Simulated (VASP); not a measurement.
## C: electric field gradients with PBE

C:

```xyz
2
Lattice="0.0000 2.1908 3.3480 1.2648 0.0000 3.3480 1.2648 2.1908 0.0000" Properties=species:S:1:pos:R:3 pbc="T T T"
C     1.2648    0.7303    3.3480
C     1.2648    3.6513    3.3480
```

This cell differs from its parent crystal: equal xx and yy strain of +3 %.

| Property | Result |
| --- | --- |
| Program | VASP 6.6.1 |
| Task | electric field gradients |
| Functional | PBE |
| Potentials or basis | VASP PAW PBE potentials, release 64 (C) |
| Cutoff | 520 eV |
| k mesh | 18 × 18 × 18 |
| Occupations | fermi-dirac, width 0.05 eV |
| Spin | no spin polarisation |
| Dipole correction | no |
| Further INCAR settings | ALGO = Normal; EDIFF = 1e-08; NBANDS = 11 |

```
Pressure               : -17.3 GPa
Largest force          : 0.004 eV/Å
Band gap on the k mesh : 0.08 eV, indirect (least direct gap 0.16 eV)
```

Forces in eV/Å, atoms in the order of the input:
```
C    0.000  0.004  0.000
C    0.000 -0.004  0.000
```

Stress tensor (GPa, compression positive):
```
-27.61   0.00   0.00
  0.00 -28.15   0.00
  0.00   0.00   3.90
```

Levels at points of the mesh, in eV from the valence-band top:
```csv
k point,band 2,band 3,band 4,band 5,band 6,band 7
"(0.00, 0.00, 0.00)",-5.95,-3.00,-2.97,4.64,7.87,7.95
"(0.50, 0.00, 0.00)",-12.69,-6.13,-2.17,1.65,6.69,12.32
"(0.50, 0.50, 0.00)",-8.00,-3.01,-2.98,7.83,7.91,10.66
"(0.50, 0.00, 0.50)",-12.79,-6.10,-1.37,2.48,6.90,11.13
"(0.00, 0.50, 0.50)",-12.60,-6.17,-2.88,0.97,6.50,13.48
```

Electric field gradients, principal values (V/Å²):
| atom | least | middle | greatest (by size) |
| --- | --- | --- | --- |
| 1 C | -12.945 | -12.989 | 25.934 |
| 2 C | -12.945 | -12.989 | 25.934 |

Run time: 3.1 min on 1 thread of Intel Xeon 6975P-C (shared host), peak memory 0.26 GiB.

Caveat: the cell differs from its parent crystal (equal xx and yy strain of +3 %); without QUAD_EFG the Cq values of the log hold for a quadrupole moment of 1 mb, not for the nuclei. A k mesh can miss the band edges.
